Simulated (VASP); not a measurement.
The system is Al.

```
CELL_PARAMETERS angstrom
-1.59122 1.59122 1.59122
1.59122 -1.59122 1.59122
1.59122 1.59122 -1.59122
ATOMIC_POSITIONS crystal
Al 0.00000 0.00000 0.00000
```

This isn't the form of Al at room conditions, which is fcc.

| Property | Result |
| --- | --- |
| Program | VASP 6.6.1 |
| Task | relaxation of cell and atoms |
| Functional | PBE |
| Potentials or basis | VASP PAW PBE potentials, release 64 (Al) |
| Cutoff | 600 eV |
| k mesh | 18 × 18 × 18 |
| Occupations | gaussian, width 0.1 eV |
| Spin | no spin polarisation |

At the start: pressure 3.8 GPa; volume 16.12 Å³/atom.

Task: How do energy, volume and symmetry change on relaxing?

Result: Over 3 steps the energy falls by 9.4 meV/atom and the volume is 16.93 Å³/atom (+5.1 %); space group Im-3m (No. 229, to 0.1 Å) before and after.

The path:
```tsv
step	energy change (eV)	largest force (eV/Å)	pressure (GPa)	volume (Å³)
1	0.0000	0.0000	3.83	16.12
2	-0.0093	0.0000	-0.40	17.03
3	-0.0094	0.0000	0.01	16.93
```

Final structure:
```xyz
1
Lattice="-1.6177 1.6177 1.6177 1.6177 -1.6177 1.6177 1.6177 1.6177 -1.6177" Properties=species:S:1:pos:R:3 pbc="T T T"
Al    0.0000    0.0000    0.0000
```
